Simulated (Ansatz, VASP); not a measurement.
## Ca: VASP beside Ansatz

```xyz
1
Lattice="3.6481 0.9120 0.9120 0.9120 3.6481 0.9120 0.9120 0.9120 3.6481" Properties=species:S:1:pos:R:3 pbc="T T T"
Ca    0.0000    0.0000    0.0000
```

Alike in both runs: task single point; functional PBEsol; k mesh 20 × 20 × 20; occupations gaussian, width 0.15 eV; no spin polarisation.

|  | VASP | Ansatz |
| --- | --- | --- |
| version | VASP 6.6.1 | Ansatz 0.2.0 |
| potentials or method | VASP PAW PBE potentials, release 64 (Ca_sv), cutoff 520 eV | scalar-relativistic, plane waves, PAW |
| valence electrons in the cell | 10 | 10 |

```csv
,VASP,Ansatz,Ansatz less VASP
gap on the k mesh at the Fermi level (eV),none,none,-
pressure (GPa),-0.2,-0.2,-0.02
```

VASP's potentials were made for PBE, not for PBEsol. A gap of «none» marks a metal or a gap that the smearing closes. The functional is the same, so the differences come from potentials, cutoffs and numerics.
